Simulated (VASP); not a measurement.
A run of VASP 6.6.1 is set up as follows.

Contents of INCAR:

```
SYSTEM = Cu12O
PREC = Accurate
ENCUT = 520
EDIFF = 1E-6
ISMEAR = 0
SIGMA = 0.1
LREAL = .False.
LASPH = .True.
NELM = 80
ALGO = Normal
ISIF = 2
LWAVE = .False.
LCHARG = .False.
LDIPOL = .True.
IDIPOL = 3
DIPOL = 0.5 0.5 0.322
GGA = PE
NBANDS = 81
```

The input KPOINTS:

```
Automatic mesh
0
Gamma
  6 6 1
  0 0 0
```

File POSCAR:

```
Cu12O
1.0
    5.1332392722      0.0000000000      0.0000000000
   -2.5666196361      4.4455156134      0.0000000000
    0.0000000000      0.0000000000     19.6236279128
Cu O
12 1
Direct
    0.3333333333      0.1666666667      0.2038359073
    0.3333333333      0.6666666667      0.2038359073
    0.8333333333      0.1666666667      0.2038359073
    0.8333333333      0.6666666667      0.2038359073
    0.1666666667      0.3333333333      0.3089002473
    0.1666666667      0.8333333333      0.3089002473
    0.6666666667      0.3333333333      0.3089002473
    0.6666666667      0.8333333333      0.3089002473
    0.0000000000      0.0000000000      0.4139717665
    0.0000000000      0.5000000000      0.4139717665
    0.5000000000      0.0000000000      0.4139717665
    0.5000000000      0.5000000000      0.4139717665
    0.1666666667      0.3333333333      0.4738311114
```

Potentials or basis: VASP PAW PBE potentials, release 64 (Cu, O).

Command:

```sh
$ cat potpaw_PBE.64/Cu/POTCAR potpaw_PBE.64/O/POTCAR > POTCAR
$ mpirun -np 1 vasp_std > vasp.out
```

Question: Predict the largest force.

Answer: 0.606 eV/Å.

Question: Predict the band gap on the k mesh.

Answer: Zero (bands 69 and 70 overlap by 0.07 eV).

Forces on the atoms (eV/Å):
```
Cu   0.017 -0.010 -0.041
Cu   0.000  0.020 -0.041
Cu  -0.017 -0.010 -0.041
Cu   0.000  0.000 -0.166
Cu   0.000  0.000 -0.401
Cu  -0.057 -0.033  0.047
Cu   0.000  0.066  0.047
Cu   0.057 -0.033  0.047
Cu   0.000 -0.569  0.210
Cu  -0.493  0.284  0.210
Cu   0.000  0.000 -0.224
Cu   0.493  0.284  0.210
O    0.000  0.000  0.145
```

With open d or f shells a metallic result of PBE can be an artefact of self-interaction; +U or a hybrid may open a gap.
